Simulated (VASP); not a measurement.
# HfN: single point with PBEsol

Crystal: HfN.

```
CELL_PARAMETERS angstrom
0.00000 2.25087 2.25087
2.25087 0.00000 2.25087
2.25087 2.25087 0.00000
ATOMIC_POSITIONS crystal
Hf 0.00000 0.00000 0.00000
N 0.50000 0.50000 0.50000
```

```yaml
Program: VASP 6.6.1
Task: single point
Functional: PBEsol
Potentials_or_basis: VASP PAW PBE potentials, release 64 (Hf_pv, N)
Cutoff: 520 eV
k_mesh: 16 × 16 × 16
Occupations: gaussian, width 0.1 eV
Spin: no spin polarisation
```

```yaml
Pressure: -2.2 GPa
```

Levels at points of the mesh, in eV from the Fermi level:
```tsv
k point	band 4	band 5	band 6	band 7	band 8	band 9	band 10	band 11	band 12	band 13
(0.00, 0.00, 0.00)	-17.49	-2.99	-2.99	-2.99	-0.37	-0.37	-0.37	1.92	1.98	1.98
(0.50, 0.00, 0.00)	-14.65	-8.96	-6.22	-6.22	3.35	3.78	3.78	4.47	9.01	9.01
(0.50, 0.50, 0.00)	-16.37	-5.38	-3.88	-3.65	-3.65	4.16	5.64	5.64	5.75	8.09
```

It took 32 s on 1 thread of AMD EPYC 9R45 (Zen 5) (shared host), peak memory 0.14 GiB.

Caveat: the PAW data sets were made with another functional, which shifts forces and pressure a little; spin-orbit coupling is left out, which moves the levels of the heavy elements.
